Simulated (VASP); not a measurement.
Write the native input for VASP 6.6.1 that does the following.

* Task: single point
* Functional: PBEsol
* Potentials or basis: VASP PAW PBE potentials, release 64 (Ta_pv, N)
* Cutoff: 520 eV
* k mesh: 20 × 20 × 20
* Occupations: gaussian, width 0.15 eV
* Spin: no spin polarisation
* Dipole correction: no
* Further INCAR settings: ALGO = Normal; EDIFF = 1e-07; NBANDS = 15

The structure of TaN lies in POSCAR:

```
TaN
1.0
   -0.0884221472      2.1634152167      2.1634152167
    2.1634152167     -0.0884221472      2.1634152167
    2.1634152167      2.1634152167     -0.0884221472
Ta N
1 1
Direct
    0.5000000000      0.5000000000      0.5000000000
    0.0000000000      0.0000000000      0.0000000000
```

One way to write it, as run:

INCAR

```
PREC     = Accurate       # precision mode
ENCUT    = 520            # plane-wave cutoff, eV
EDIFF    = 1E-7           # SCF threshold, eV
ISMEAR   = 0              # smearing method
SIGMA    = 0.15           # smearing width, eV
LREAL    = False          # projectors in reciprocal space
LASPH    = True           # aspherical terms in the spheres
NELM     = 60             # most SCF steps
ALGO     = Normal         # electronic algorithm
ISIF     = 2              # what is computed and relaxed
LWAVE    = False          # write WAVECAR
LCHARG   = False          # write CHGCAR
GGA      = PS             # functional
NBANDS   = 15             # bands
```

KPOINTS

```
regular mesh
0
Gamma
  20 20 20
```

Potentials or basis: VASP PAW PBE potentials, release 64 (Ta_pv, N).

Command:

```bash
$ cat potpaw_PBE.64/Ta_pv/POTCAR potpaw_PBE.64/N/POTCAR > POTCAR
$ mpirun -np 1 vasp_std > vasp.out
```

Results of the run:

```yaml
Pressure: -7.6 GPa
Band_gap_on_the_k_mesh: zero (band 8 reaches 11.47 eV, above the bottom of band 9 at 6.81 eV)
```

Caveat: the PAW data sets were made with another functional, which shifts forces and pressure a little; spin-orbit coupling is left out, which moves the levels of the heavy elements.

Wall time 5.9 min on 1 thread of AMD EPYC 7R43 64-Core Processor (Zen 3), on a shared host, peak memory 0.31 GiB.
